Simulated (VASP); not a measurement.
A run of VASP 6.6.1 is set up as follows.

Contents of INCAR:

```
SYSTEM = SrTiO3
PREC = Accurate ; ENCUT = 520
EDIFF = 1E-7 ; ISMEAR = 0
SIGMA = 0.05 ; LREAL = .False.
LASPH = .True. ; NELM = 60
ALGO = Normal ; ISIF = 2
LWAVE = .False. ; LCHARG = .False.
GGA = PS ; NBANDS = 51
```

KPOINTS

```
Automatic mesh
0
Gamma
  8 8 8
  0 0 0
```

POSCAR

```
SrTiO3
1.0
   -2.7715197295      2.7715197295      3.9432267353
    2.7715197295     -2.7715197295      3.9432267353
    2.7715197295      2.7715197295     -3.9432267353
Sr Ti O
2 2 6
Direct
    0.7500000000      0.2500000000      0.5000000000
    0.2500000000      0.7500000000      0.5000000000
    0.0000000000      0.0000000000      0.0000000000
    0.5000000000      0.5000000000      0.0000000000
    0.2500000000      0.2500000000      0.0000000000
    0.7500000000      0.7500000000      0.0000000000
    0.7252818597      0.2252818597      0.9505637194
    0.2252818597      0.2747181403      0.5000000000
    0.2747181403      0.7747181403      0.0494362806
    0.7747181403      0.7252818597      0.5000000000
```

Potentials or basis: VASP PAW PBE potentials, release 64 (Sr_sv, Ti_sv, O).

Launch:

```bash
$ cat potpaw_PBE.64/Sr_sv/POTCAR potpaw_PBE.64/Ti_sv/POTCAR potpaw_PBE.64/O/POTCAR > POTCAR
$ mpirun -np 1 vasp_std > vasp.out
```

(1) What does it give for the band gap on the k mesh?

(2) Predict the pressure.

(3) Predict the largest force.

Results:

(1) 1.88 eV, indirect (least direct gap 1.89 eV).

(2) -4.6 GPa.

(3) 0.028 eV/Å.

Caveat: the PAW data sets were made with another functional, which shifts forces and pressure a little.
